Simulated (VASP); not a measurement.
AlGaN2:

```xyz
4
Lattice="3.1409 0.0000 0.0000 0.0000 3.1409 0.0000 0.0000 0.0000 4.4238" Properties=species:S:1:pos:R:3 pbc="T T T"
Al    1.5704    1.5704    2.2119
Ga    0.0000    0.0000    0.0000
N     1.5704    0.0000    3.2660
N     0.0000    1.5704    1.1579
```

* Program: VASP 6.6.1
* Task: relaxation of cell and atoms
* Functional: LDA
* Potentials or basis: VASP PAW LDA potentials, release 64 (Al, Ga_d, N)
* Cutoff: 600 eV
* k mesh: 8 × 8 × 6
* Occupations: gaussian, width 0.02 eV
* Spin: no spin polarisation

At the start: pressure -4.3 GPa; volume 10.91 Å³/atom.

How do energy, volume and symmetry change on relaxing?

Over 9 steps the energy falls by 3.5 meV/atom and the volume is 10.68 Å³/atom (-2.1 %); space group P-4m2 (No. 115, to 0.05 Å).

Step by step:
```tsv
step	energy change (eV)	largest force (eV/Å)	pressure (GPa)	volume (Å³)
1	0.0000	0.1699	-4.27	43.64
2	-0.0019	0.0435	4.47	41.83
3	-0.0137	0.0650	0.05	42.69
4	-0.0137	0.0626	0.16	42.67
5	-0.0139	0.0126	0.01	42.69
6	-0.0139	0.0004	0.14	42.69
7	-0.0139	0.0025	0.10	42.69
8	-0.0139	0.0005	-0.10	42.72
9	-0.0139	0.0009	0.05	42.71
```

Final structure:
```xyz
4
Lattice="3.1189 0.0000 0.0000 0.0000 3.1189 0.0000 0.0000 0.0000 4.3900" Properties=species:S:1:pos:R:3 pbc="T T T"
Al    1.5595    1.5595    2.1950
Ga    0.0000    0.0000    0.0000
N     1.5595    0.0000    3.2478
N     0.0000    1.5595    1.1423
```
